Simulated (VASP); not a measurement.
# Ge (P6_3/mmc) in VASP: a series of runs

The runs below take Ge through single point, with PBEsol.

Everything below comes from runs of VASP 6.6.1. Logs are shortened: lines on timing, memory, paths and dates and some standing lists are left out, and cuts for length are marked.

**1. The cell of the first run**

Symmetry: P6_3/mmc, No. 194, hexagonal system. The conventional cell has a = 3.971 Å, b = 3.971 Å, c = 6.555 Å, α = 90.00°, β = 90.00°, γ = 120.00°. Within 3.2 Å of Ge (site symmetry 3m) lie 4 Ge at 2.44 to 2.45 Å.

**2. Single point, PBEsol (volume scaled by 0.98)**

File INCAR:

```
SYSTEM = Ge
ALGO = Normal
EDIFF = 1E-6
ENCUT = 520
GGA = PS
ISIF = 2
ISMEAR = -1
LASPH = .TRUE.
LCHARG = .TRUE.
LELF = .TRUE.
LREAL = .FALSE.
LVHAR = .TRUE.
LWAVE = .FALSE.
NBANDS = 36
NELM = 80
PREC = Accurate
SIGMA = 0.05
```

File KPOINTS:

```
k-points
0
G
  11 11 6
  0 0 0
```

File POSCAR:

```
Ge
1.0
    3.9707555995      0.0000000000      0.0000000000
   -1.9853777998      3.4387752214      0.0000000000
    0.0000000000      0.0000000000      6.5550854883
Ge
4
Direct
    0.6666666667      0.3333333333      0.0629012500
    0.3333333333      0.6666666667      0.5629012500
    0.6666666667      0.3333333333      0.4370987500
    0.3333333333      0.6666666667      0.9370987500
```

Potentials or basis: VASP PAW PBE potentials, release 64 (Ge_d).

On the command line:

```console
$ cat potpaw_PBE.64/Ge_d/POTCAR > POTCAR
$ mpirun -np 1 vasp_std > vasp.out
```

OUTCAR:

```text
SYSTEM = Ge
   EDIFF = 1E-6
   ENCUT = 520
   GGA = PS
   ISIF = 2
   ISMEAR = -1
   LASPH = .TRUE.
   LREAL = .FALSE.
   NELM = 80
   PREC = Accurate

 ion  position               nearest neighbor table
   1  0.667  0.333  0.063-   4 2.44   4 2.44   4 2.44   3 2.45
   2  0.333  0.667  0.563-   3 2.44   3 2.44   3 2.44   4 2.45
   3  0.667  0.333  0.437-   2 2.44   2 2.44   2 2.44   1 2.45
   4  0.333  0.667  0.937-   1 2.44   1 2.44   1 2.44   2 2.45

  LATTYP: Found a hexagonal cell.
 ALAT       =     3.9707555995
 C/A-ratio  =     1.6508408347

  Lattice vectors:

 A1 = (   3.9707555995,   0.0000000000,   0.0000000000)
 A2 = (  -1.9853777998,   3.4387752214,   0.0000000000)
 A3 = (   0.0000000000,   0.0000000000,   6.5550854883)

Analysis of symmetry for initial positions (statically):
=====================================================================
 Subroutine PRICEL returns:
 Original cell was already a primitive cell.

 Routine SETGRP: Setting up the symmetry group for a
 hexagonal supercell.

 Subroutine GETGRP returns: Found 24 space group operations
 (whereof 12 operations were pure point group operations)
 out of a pool of 24 trial point group operations.

The static configuration has the point symmetry D_3d.
 The point group associated with its full space group is D_6h.

Analysis of symmetry for dynamics (positions and initial velocities):
=====================================================================
 Subroutine PRICEL returns:
 Original cell was already a primitive cell.

 Routine SETGRP: Setting up the symmetry group for a
 hexagonal supercell.

 Subroutine GETGRP returns: Found 24 space group operations
 (whereof 12 operations were pure point group operations)
 out of a pool of 24 trial point group operations.

The dynamic configuration has the point symmetry D_3d.
 The point group associated with its full space group is D_6h.

 Subroutine INISYM returns: Found 24 space group operations
 (whereof 12 operations are pure point group operations),
 and found     1 'primitive' translations

----------------------------------------------------------------------------------------

                                     Primitive cell

  volume of cell :      89.5067

  direct lattice vectors                    reciprocal lattice vectors
     3.970755599  0.000000000  0.000000000     0.251841236  0.145400606  0.000000000
    -1.985377800  3.438775221  0.000000000     0.000000000  0.290801211  0.000000000
     0.000000000  0.000000000  6.555085488     0.000000000  0.000000000  0.152553312

  length of vectors
     3.970755599  3.970755600  6.555085488     0.290801211  0.290801211  0.152553312

  position of ions in fractional coordinates (direct lattice)
     0.666666667  0.333333333  0.062901250
     0.333333333  0.666666667  0.562901250
     0.666666667  0.333333333  0.437098750
     0.333333333  0.666666667  0.937098750

  ion indices of the primitive-cell ions
   primitive index   ion index
                 1           1
                 2           2
                 3           3
                 4           4

----------------------------------------------------------------------------------------

 KPOINTS: k-points

Automatic generation of k-mesh.
 Grid dimensions read from file:
 generate k-points for:   11   11    6

 Generating k-lattice:

  Cartesian coordinates                     Fractional coordinates (reciprocal lattice)
     0.022894658  0.013218237  0.000000000     0.090909091  0.000000000  0.000000000
     0.000000000  0.026436474  0.000000000     0.000000000  0.090909091  0.000000000
     0.000000000  0.000000000  0.025425552     0.000000000  0.000000000  0.166666667

  Length of vectors
     0.026436474  0.026436474  0.025425552

  Shift w.r.t. Gamma in fractional coordinates (k-lattice)
     0.000000000  0.000000000  0.000000000

 Subroutine IBZKPT returns following result:
 ===========================================

 Found     64 irreducible k-points:

 Following reciprocal coordinates:
            Coordinates               Weight
  0.000000  0.000000  0.000000      1.000000
  0.090909  0.000000  0.000000      6.000000
  0.181818  0.000000  0.000000      6.000000
  0.272727  0.000000  0.000000      6.000000
  0.363636  0.000000  0.000000      6.000000
  0.454545  0.000000  0.000000      6.000000
[... 16 lines left out ...]
  0.090909  0.090909  0.166667     12.000000
  0.181818  0.090909  0.166667     24.000000
 [... further k-points ...]
   k-points           NKPTS =     64   k-points in BZ     NKDIM =     64   number of bands    NBANDS=     36
   number of dos      NEDOS =    301   number of ions     NIONS =      4
   total plane-waves  NPLWV =  45000
   dimension x,y,z NGX =    30 NGY =   30 NGZ =   50
   dimension x,y,z NGXF=    60 NGYF=   60 NGZF=  100
   ions per type =               4
   NGX,Y,Z   is equivalent  to a cutoff of  12.56, 12.56, 12.68 a.u.
   NGXF,Y,Z  is equivalent  to a cutoff of  25.12, 25.12, 25.36 a.u.
 SYSTEM =  Ge
   PREC   = accura    normal or accurate (medium, high low for compatibility)
   ISTART =      0    job   : 0-new  1-cont  2-samecut
   ICHARG =      2    charge: 1-file 2-atom 10-const
   ISPIN  =      1    spin polarized calculation?
   LNONCOLLINEAR =      F non collinear calculations
   LSORBIT =      F    spin-orbit coupling
   LASPH  =      T    aspherical Exc in radial PAW
   ENCUT  =  520.0 eV  38.22 Ry    6.18 a.u.   7.38  7.38 12.19*2*pi/ulx,y,z
   NELM   =     80;   NELMIN=  2; NELMDL= -5     # of ELM steps
   EDIFF  = 0.1E-05   stopping-criterion for ELM
   LREAL  =      F    real-space projection
   EDIFFG = 0.1E-04   stopping-criterion for IOM
   NSW    =      0    number of steps for IOM
   IBRION =     -1    ionic relax: 0-MD 1-quasi-New 2-CG
   NFREE  =      0    steps in history (QN), initial steepest desc. (CG)
   ISIF   =      2    stress and relaxation
   ISYM   =      2    0-nonsym 1-usesym 2-fastsym
   POTIM  = 0.5000    time-step for ionic-motion
   TEBEG  =    0.0;   TEEND  =   0.0 temperature during run
   PSTRESS=    0.0 pullay stress
   NELECT =      56.0000    total number of electrons
   NUPDOWN=      -1.0000    fix difference up-down
   EMIN   =  10.00;   EMAX   =-10.00  energy-range for DOS
   EFERMI =   0.00;   METHOD = LEGACY
   ISMEAR =    -1;   SIGMA  =   0.05  broadening in eV -4-tet -1-fermi 0-gaus
   EFERMI_NEDOS =   21; number of points for ismear=-14 and -15
   IALGO  =     38    algorithm
   IMIX   =      4    mixing-type and parameters
     AMIX     =   0.40;   BMIX     =  1.00
     AMIX_MAG =   1.60;   BMIX_MAG =  1.00
  volume/ion in A,a.u.               =      22.38       151.01
  Fermi-wavevector in a.u.,A,eV,Ry     =   1.400186  2.645968 26.674506  1.960521
  Thomas-Fermi vector in A             =   2.523171
   LORBIT       =      0    0 simple, 1 ext, 2 COOP (PROOUT), +10 PAW based schemes
   GGA     = PS    functional components
   LHFCALC =     F    Hartree Fock is set to
   AEXX    =    0.0000 exact exchange contribution
   IVDW    =     0    specifies the selected vdW correction
   LEPSILON=     F    determine dielectric tensor
   LRPA    =     F    only Hartree local field effects (RPA)
 non-spin polarized calculation
  energy-cutoff  :      520.00
  volume of cell :       89.51
 maximum number of plane-waves:      2448
 NGX is ok and might be reduce to    30
   NGX = 15   NGY = 15   NGZ = 25

 number of electron      56.0000047 magnetization

 Free energy of the ion-electron system (eV)
  ---------------------------------------------------
  ext. energy  EPLUGINS =         0.00000000
  ---------------------------------------------------
  free energy    TOTEN  =       -19.67747539 eV

  energy without entropy =      -19.67637216  energy(sigma->0) =      -19.67692378

 E-fermi :   5.0729     XC(G=0): -10.1791

 val. band max:        5.0349202437   @ k =   0.0000   0.0000   0.1667
 cond. band min:       5.1538889783   @ k =   0.0000   0.0000   0.0000
 fundamental gap:      0.1189687346
 Fermi energy:         5.0729496094

 k-point     1 :       0.0000    0.0000    0.0000
  band No.  band energies     occupation
      1     -19.8463      2.00000
      2     -19.8463      2.00000
      3     -19.8059      2.00000
      4     -19.8057      2.00000
      5     -19.8057      2.00000
      6     -19.7923      2.00000
[... 28 lines left out ...]
     35       9.6068      0.00000
     36      11.0053      0.00000

 k-point     2 :       0.0909    0.0000    0.0000
  band No.  band energies     occupation
      1     -19.8521      2.00000
      2     -19.8481      2.00000
      3     -19.8117      2.00000
      4     -19.8089      2.00000
      5     -19.8058      2.00000
      6     -19.7853      2.00000
[... 28 lines left out ...]
     35       9.9823      0.00000
     36      11.4534      0.00000

 k-point     3 :       0.1818    0.0000    0.0000
  band No.  band energies     occupation
      1     -19.8612      2.00000
      2     -19.8517      2.00000
      3     -19.8219      2.00000
      4     -19.8155      2.00000
      5     -19.8044      2.00000
      6     -19.7751      2.00000
[... 28 lines left out ...]
     35      10.6246      0.00000
     36      10.9392      0.00000
[... 742 lines left out ...]
 k-point    23 :       0.0909    0.0909    0.1667
  band No.  band energies     occupation
      1     -19.8556      2.00000
      2     -19.8499      2.00000
      3     -19.8183      2.00000
      4     -19.8168      2.00000
      5     -19.8076      2.00000
      6     -19.7804      2.00000
[... 28 lines left out ...]
     35      10.6999      0.00000
     36      11.4582      0.00000

 k-point    24 :       0.1818    0.0909    0.1667
  band No.  band energies     occupation
      1     -19.8610      2.00000
      2     -19.8545      2.00000
      3     -19.8257      2.00000
      4     -19.8251      2.00000
      5     -19.8021      2.00000
      6     -19.7718      2.00000
[... 28 lines left out ...]
     35      11.1647      0.00000
     36      11.8862      0.00000

 [... further k-points ...]

------------------------ aborting loop because EDIFF is reached ----------------------------------------

  FORCE on cell =-STRESS in cart. coord.  units (eV):
  Direction    XX          YY          ZZ          XY          YZ          ZX
  --------------------------------------------------------------------------------------
  -------------------------------------------------------------------------------------
  Total        0.7146513      0.7146513      0.6462378     -0.0000000      0.0000000     -0.0000000
  in kB       12.7923238     12.7923238     11.5677170     -0.0000000      0.0000000     -0.0000000
  external PRESSURE =      12.3841215 kB  Pullay stress =       0.0000000 kB

 VOLUME and BASIS-vectors are now :
 -----------------------------------------------------------------------------
  energy-cutoff  :      520.00
  volume of cell :       89.51
      direct lattice vectors                 reciprocal lattice vectors
     3.970755599  0.000000000  0.000000000     0.251841236  0.145400606  0.000000000
    -1.985377800  3.438775221  0.000000000     0.000000000  0.290801211  0.000000000
     0.000000000  0.000000000  6.555085488     0.000000000  0.000000000  0.152553312

 POSITION                                       TOTAL-FORCE (eV/Angst)
 -----------------------------------------------------------------------------------
      1.98538      1.14626      0.41232         0.000000     -0.000000      0.004487
     -0.00000      2.29252      3.68987        -0.000000      0.000000      0.004487
      1.98538      1.14626      2.86522        -0.000000     -0.000000     -0.004487
     -0.00000      2.29252      6.14276        -0.000000      0.000000     -0.004487
 -----------------------------------------------------------------------------------
    total drift:                               -0.000000      0.000000     -0.000000

  FREE ENERGIE OF THE ION-ELECTRON SYSTEM (eV)
  ---------------------------------------------------
  free  energy   TOTEN  =       -19.6774753934 eV

  energy  without entropy=      -19.6763721618  energy(sigma->0) =      -19.67692378
```

Run time: 2.8 min. Hardware: 1 thread of Intel Xeon Platinum 8488C (Sapphire Rapids), shared host; peak memory 0.28 GiB.

What came out:

```yaml
Free_energy: -19.6775 eV
Pressure: 1.2 GPa
Largest_force: 0.004 eV/Å
Band_gap_on_the_k_mesh: zero (band 28 reaches 5.15 eV, above the bottom of band 29 at 5.03 eV)
```

Forces on the atoms (eV/Å):
```
Ge   0.000  0.000  0.004
Ge   0.000  0.000  0.004
Ge   0.000  0.000 -0.004
Ge   0.000  0.000 -0.004
```

Stress tensor (GPa, compression positive):
```
1.28 0.00 0.00
0.00 1.28 0.00
0.00 0.00 1.16
```

Levels at points of the mesh, in eV from the Fermi level:
```csv
k point,band 25,band 26,band 27,band 28,band 29,band 30,band 31,band 32
"(0.00, 0.00, 0.00)",-1.56,-0.21,-0.13,0.08,0.08,0.10,2.20,2.20
"(0.00, 0.00, 0.50)",-0.92,-0.92,-0.92,-0.92,0.66,0.66,3.32,3.32
```

Caveat: the PAW data sets were made with another functional, which shifts forces and pressure a little.

**3. Single point, PBEsol (volume scaled by 0.99)**

File INCAR:

```
SYSTEM = Ge
PREC = Accurate
ENCUT = 520
EDIFF = 1E-6
ISMEAR = -1
SIGMA = 0.05
LREAL = .FALSE.
LASPH = .TRUE.
NELM = 60
ALGO = Normal
ISIF = 2
LWAVE = .FALSE.
LCHARG = .FALSE.
GGA = PS
NBANDS = 36
```

File KPOINTS:

```
regular mesh
0
G
  11 11 6
  0 0 0
```

File POSCAR:

```
Ge
1.0
    3.9842158910      0.0000000000      0.0000000000
   -1.9921079455      3.4504321757      0.0000000000
    0.0000000000      0.0000000000      6.5773062870
Ge
4
Direct
    0.6666666667      0.3333333333      0.0629012500
    0.3333333333      0.6666666667      0.5629012500
    0.6666666667      0.3333333333      0.4370987500
    0.3333333333      0.6666666667      0.9370987500
```

Potentials or basis: VASP PAW PBE potentials, release 64 (Ge_d).

On the command line:

```console
$ cat potpaw_PBE.64/Ge_d/POTCAR > POTCAR
$ mpirun -np 1 vasp_std > vasp.out
```

OUTCAR:

```text
SYSTEM = Ge
   PREC = Accurate
   ENCUT = 520
   EDIFF = 1E-6
   ISMEAR = -1
   LREAL = .FALSE.
   LASPH = .TRUE.
   NELM = 60
   ISIF = 2
   GGA = PS

 ion  position               nearest neighbor table
   1  0.667  0.333  0.063-   4 2.44   4 2.44   4 2.44   3 2.46
   2  0.333  0.667  0.563-   3 2.44   3 2.44   3 2.44   4 2.46
   3  0.667  0.333  0.437-   2 2.44   2 2.44   2 2.44   1 2.46
   4  0.333  0.667  0.937-   1 2.44   1 2.44   1 2.44   2 2.46

  LATTYP: Found a hexagonal cell.
 ALAT       =     3.9842158910
 C/A-ratio  =     1.6508408347
[... 1136 lines left out ...]
  --------------------------------------------------------------------------------------
  -------------------------------------------------------------------------------------
  Total        0.3135954      0.3135954      0.2453550      0.0000000     -0.0000000      0.0000000
  in kB        5.5566858      5.5566858      4.3475144      0.0000000     -0.0000000      0.0000000
  external PRESSURE =       5.1536287 kB  Pullay stress =       0.0000000 kB

 VOLUME and BASIS-vectors are now :
 -----------------------------------------------------------------------------
  energy-cutoff  :      520.00
  volume of cell :       90.42
      direct lattice vectors                 reciprocal lattice vectors
     3.984215891  0.000000000  0.000000000     0.250990415  0.144909384  0.000000000
    -1.992107945  3.450432176  0.000000000     0.000000000  0.289818767  0.000000000
     0.000000000  0.000000000  6.577306287     0.000000000  0.000000000  0.152037925

 POSITION                                       TOTAL-FORCE (eV/Angst)
 -----------------------------------------------------------------------------------
      1.99211      1.15014      0.41372         0.000000      0.000000      0.001947
     -0.00000      2.30029      3.70237        -0.000000     -0.000000      0.001947
      1.99211      1.15014      2.87493         0.000000      0.000000     -0.001947
     -0.00000      2.30029      6.16359        -0.000000      0.000000     -0.001947
 -----------------------------------------------------------------------------------
    total drift:                               -0.000000      0.000000     -0.000000

  FREE ENERGIE OF THE ION-ELECTRON SYSTEM (eV)
  ---------------------------------------------------
  free  energy   TOTEN  =       -19.6829342711 eV

  energy  without entropy=      -19.6817471614  energy(sigma->0) =      -19.68234072
```

OSZICAR:

```text
N       E                     dE             d eps       ncg     rms          rms(c)
DAV:   1     0.496264997578E+03    0.49626E+03   -0.28239E+04  5316   0.426E+03
DAV:   2     0.667739468162E+02   -0.42949E+03   -0.41762E+03  4608   0.802E+02
DAV:   3    -0.152257672749E+02   -0.82000E+02   -0.80845E+02  5072   0.207E+02
DAV:   4    -0.198961776858E+02   -0.46704E+01   -0.46537E+01  5440   0.577E+01
DAV:   5    -0.199915262613E+02   -0.95349E-01   -0.95316E-01  5132   0.923E+00    0.464E+00
DAV:   6    -0.197813832913E+02    0.21014E+00   -0.10173E-01  5552   0.285E+00    0.263E+00
DAV:   7    -0.196801081762E+02    0.10128E+00   -0.14072E-01  4940   0.273E+00    0.207E-01
DAV:   8    -0.196823869134E+02   -0.22787E-02   -0.15863E-02  5148   0.126E+00    0.106E-01
DAV:   9    -0.196828895886E+02   -0.50268E-03   -0.49136E-04  5364   0.142E-01    0.279E-02
DAV:  10    -0.196829271075E+02   -0.37519E-04   -0.89295E-05  5988   0.122E-01    0.838E-03
DAV:  11    -0.196829336851E+02   -0.65776E-05   -0.10061E-05  4260   0.185E-02    0.279E-03
DAV:  12    -0.196829342711E+02   -0.58599E-06   -0.10582E-06  3632   0.956E-03
   1 F= -.19682934E+02 E0= -.19682341E+02  d E =-.118711E-02
```

stdout:

```text
POSCAR found type information on POSCAR Ge
 POSCAR found :  1 types and       4 ions
 scaLAPACK will be used
 -----------------------------------------------------------------------------
|                                                                             |
|                                                                             |
|     You enforced a specific xc type in the INCAR file but a different       |
|     I HOPE YOU KNOW WHAT YOU ARE DOING!                                     |
|                                                                             |
 -----------------------------------------------------------------------------

 LDA part: xc-table for (Slater+PW92), standard interpolation
 POSCAR, INCAR and KPOINTS ok, starting setup
 FFT: planning ... GRIDC
 FFT: planning ... GRID_SOFT
 FFT: planning ... GRID
 WAVECAR not read
 entering main loop
```

Run time: 2.7 min. Hardware: 1 thread of Intel Xeon Platinum 8488C (Sapphire Rapids), shared host; peak memory 0.29 GiB.

What came out:

* Free energy: -19.6829 eV
* Pressure: 0.5 GPa
* Band gap on the k mesh: zero (band 28 reaches 4.98 eV, above the bottom of band 29 at 4.91 eV)

Caveat: the PAW data sets were made with another functional, which shifts forces and pressure a little.
